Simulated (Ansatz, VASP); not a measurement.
This is a calculation of FePt for Ansatz 0.2.0.

input.yaml

```yaml
crystal:
  lattice:
    - [2.7769155219, 0.0, 0.0]
    - [0.0, 2.7769155219, 0.0]
    - [0.0, 0.0, 3.7929596994]
  atoms:
    - { symbol: Pt, position: [0.5, 0.5, 0.5] }
    - { symbol: Fe, position: [0.0, 0.0, 0.0], spin: 3.0 }
kpoints:
  mp_grid: { grid: [10, 10, 7] }
scf:
  occupations: { method: fermi_dirac, width: 0.05 }
hamiltonian:
  xc: lda
  pseudopotentials: { kind: all_electron, lapw: { basis_error: 0.001 } }
magnetization:
  spin_polarized: true
output:
  forces: true
  stress: true
  eigenvalues: true
```

Potentials or basis: all-electron LAPW, scalar-relativistic.

Run with:

```console
$ ansatz run input.yaml --threads 2 --pin off --max-ram 6144MiB --backend cpu --events-out ev --progress --plain --runs-dir out
```

**Question.** Set up the same calculation for VASP 6.6.1. Potentials there: VASP PAW LDA potentials, release 64 (Pt, Fe).

**Answer.** As run (the cutoff follows the program's own potentials):

INCAR

```
SYSTEM = FePt
PREC = Accurate
ENCUT = 520
EDIFF = 1E-6
ISMEAR = -1
SIGMA = 0.05
LREAL = .FALSE.
LASPH = .TRUE.
NELM = 150
ALGO = Normal
ISIF = 2
LWAVE = .FALSE.
LCHARG = .FALSE.
ISPIN = 2
MAGMOM = 0 3
LORBIT = 11
LMAXMIX = 4
NBANDS = 20
```

File KPOINTS:

```
Automatic mesh
0
G
  10 10 7
  0 0 0
```

File POSCAR:

```
FePt
1.0
    2.7769155219      0.0000000000      0.0000000000
    0.0000000000      2.7769155219      0.0000000000
    0.0000000000      0.0000000000      3.7929596994
Pt Fe
1 1
Direct
    0.5000000000      0.5000000000      0.5000000000
    0.0000000000      0.0000000000      0.0000000000
```

Potentials or basis: VASP PAW LDA potentials, release 64 (Pt, Fe).

Command:

```sh
$ cat potpaw_LDA.64/Pt/POTCAR potpaw_LDA.64/Fe/POTCAR > POTCAR
$ mpirun -np 1 vasp_std > vasp.out
```

Both were run:

|  | VASP | Ansatz | Ansatz less VASP |
| --- | --- | --- | --- |
| gap on the k mesh at the Fermi level (eV) | none | none | - |
| pressure (GPa) | -22.4 | -22.1 | +0.35 |
| traceless stress, the component that is largest in VASP (GPa) | 0.84 | 0.67 | -0.173 |
| net moment per atom (μB) | 1.63 | 1.66 | +0.029 |
| size of the moment on the site where the two differ most (μB) | 2.88 | 2.99 | +0.107 |

LDA's correlation is that of Perdew and Zunger in VASP and of Perdew and Wang (1992) in Ansatz. Site moments also hang on the region over which each program counts them. A gap of «none» marks a metal or a gap that the smearing closes. Ansatz ran all-electron here, and VASP with PAW potentials.

Neither program's run includes spin-orbit coupling.
